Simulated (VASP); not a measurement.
Input of a VASP 6.6.1 run:

Contents of INCAR:

```
SYSTEM = CdSe
  PREC = Accurate
  ENCUT = 500
  EDIFF = 1E-6
  ISMEAR = 0
  SIGMA = 0.01
  LREAL = .FALSE.
  LASPH = .TRUE.
  NELM = 120
  ALGO = Normal
  ISIF = 2
  LWAVE = .FALSE.
  LCHARG = .TRUE.
  GGA = PE
  LELF = .TRUE.
  LVHAR = .TRUE.
  NBANDS = 16
  GGA_COMPAT = .FALSE.
```

The input KPOINTS:

```
Automatic mesh
0
G
  4 4 4
  0 0 0
```

Contents of POSCAR:

```
CdSe
1.0
    0.0000000000      3.0702710000      3.0702710000
    3.0702710000      0.0000000000      3.0702710000
    3.0702710000      3.0702710000      0.0000000000
Cd Se
1 1
Direct
    0.0000000000      0.0000000000      0.0000000000
    0.7500000000      0.7500000000      0.7500000000
```

Potentials or basis: VASP PAW PBE potentials, release 64 (Cd, Se).

Command:

```console
$ cat potpaw_PBE.64/Cd/POTCAR potpaw_PBE.64/Se/POTCAR > POTCAR
$ mpirun -np 1 vasp_std > vasp.out
```

Problem. Predict the pressure.

Solution. 1.8 GPa.

Problem. Predict the band gap on the k mesh.

Solution. 0.53 eV, direct.

Caveat: the k points lie up to 0.44 Å⁻¹ apart. As with any semilocal functional, this PBE gap is likely too small.
